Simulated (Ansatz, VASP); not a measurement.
## BeTe: VASP beside Ansatz

Contents of INCAR:

```
PREC = Accurate ; ENCUT = 600
EDIFF = 1E-6 ; ISMEAR = 0
SIGMA = 0.01 ; LREAL = F
LASPH = T ; NELM = 120
ALGO = Normal ; ISIF = 2
LWAVE = F ; LCHARG = F
GGA = PS ; NBANDS = 11
GGA_COMPAT = F
```

File KPOINTS:

```
Automatic mesh
0
Gamma
  8 8 8
```

File POSCAR:

```
BeTe
1.0
    0.0000000000      2.8027859738      2.7887720440
    2.8027859738      0.0000000000      2.7887720440
    2.8027859738      2.8027859738      0.0000000000
Be Te
1 1
Direct
    0.0000000000      0.0000000000      0.0000000000
    0.7500000000      0.7500000000      0.7500000000
```

Input for Ansatz:

```yaml
crystal:
  lattice:
    - [0.0, 2.80278597383, 2.78877204396]
    - [2.80278597383, 0.0, 2.78877204396]
    - [2.80278597383, 2.80278597383, 0.0]
  atoms:
    - { symbol: Be, position: [0.0, 0.0, 0.0] }
    - { symbol: Te, position: [0.75, 0.75, 0.75] }
kpoints:
  mp_grid: { grid: [8, 8, 8] }
scf:
  occupations: { method: fixed }
  convergence: { dr2_threshold: 1.0e-10 }
hamiltonian:
  xc: pbesol
  pseudopotentials: { kind: all_electron, lapw: { basis_error: 0.0005 } }
output:
  forces: true
  stress: true
  eigenstates:
    kpoints:
      - [0.0, 0.0, 0.0]
      - [0.0, -0.5, -0.5]
      - [-0.5, 0.0, -0.5]
      - [-0.5, -0.5, 0.0]
      - [0.0, 0.5, 0.0]
      - [0.5, 0.0, 0.0]
      - [0.0, 0.0, 0.5]
      - [0.5, 0.5, 0.5]
  eigenvalues: true
```

Change from the starting cell: z stretched by -0.5 %, x and y held.

Alike in both runs: task single point; functional PBEsol; k mesh 8 × 8 × 8; no spin polarisation.

|  | VASP | Ansatz |
| --- | --- | --- |
| version | VASP 6.6.1 | Ansatz 0.2.0 |
| potentials or method | VASP PAW PBE potentials, release 64 (Be, Te), cutoff 600 eV | all-electron LAPW, scalar-relativistic |
| occupations | gaussian, width 0.01 eV | fixed |

Ansatz gave:

| Property | Result |
| --- | --- |
| gap on the k mesh at the Fermi level (eV) | 1.78 |
| pressure (GPa) | 0.3 |
| traceless stress, the component that is largest in VASP (GPa) | 0.20 |

Question: What did VASP give for the same quantities?

Answer: gap on the k mesh at the Fermi level (eV): 1.76; pressure (GPa): 0.5; traceless stress, the component that is largest in VASP (GPa): 0.20.

VASP's potentials were made for PBE, not for PBEsol. Ansatz ran all-electron here, and VASP with PAW potentials.

Neither program's run includes spin-orbit coupling.
